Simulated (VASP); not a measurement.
Crystal: Al.

```xyz
8
Lattice="5.1022 0.0000 0.0000 0.0000 5.1022 0.0000 0.0000 0.0000 5.1022" Properties=species:S:1:pos:R:3 pbc="T T T"
Al    0.0000    0.0000    0.0000
Al    2.5511    2.5511    2.5511
Al    1.2755    0.0000    2.5511
Al    3.8266    0.0000    2.5511
Al    2.5511    1.2755    0.0000
Al    2.5511    3.8266    0.0000
Al    0.0000    2.5511    1.2755
Al    0.0000    2.5511    3.8266
```

| Property | Result |
| --- | --- |
| Program | VASP 6.6.1 |
| Task | relaxation of cell and atoms |
| Functional | r2SCAN |
| Potentials or basis | VASP PAW PBE potentials, release 64 (Al) |
| Cutoff | 600 eV |
| k mesh | 5 × 5 × 5 |
| Occupations | fermi-dirac, width 0.1 eV |
| Spin | no spin polarisation |

At the start: pressure -1.8 GPa; volume 16.60 Å³/atom.

Question: How do energy, volume and symmetry change on relaxing?

Answer: Over 3 steps the energy falls by 2.0 meV/atom and the volume is 16.25 Å³/atom (-2.1 %); space group Pm-3n (No. 223, to 0.05 Å).

The path:
```
step  energy change (eV)  largest force (eV/Å)  pressure (GPa)  volume (Å³)
   1              0.0000                0.0000           -1.79       132.82
   2             -0.0153                0.0000            0.50       129.29
   3             -0.0163                0.0000            0.02       129.98
```

Final structure:
```xyz
8
Lattice="5.0655 0.0000 0.0000 0.0000 5.0655 0.0000 0.0000 0.0000 5.0655" Properties=species:S:1:pos:R:3 pbc="T T T"
Al    0.0000    0.0000    0.0000
Al    2.5328    2.5328    2.5328
Al    1.2664    0.0000    2.5328
Al    3.7992    0.0000    2.5328
Al    2.5328    1.2664    0.0000
Al    2.5328    3.7992    0.0000
Al    0.0000    2.5328    1.2664
Al    0.0000    2.5328    3.7992
```

Caveat: the PAW data sets were made with another functional, which shifts forces and pressure a little.
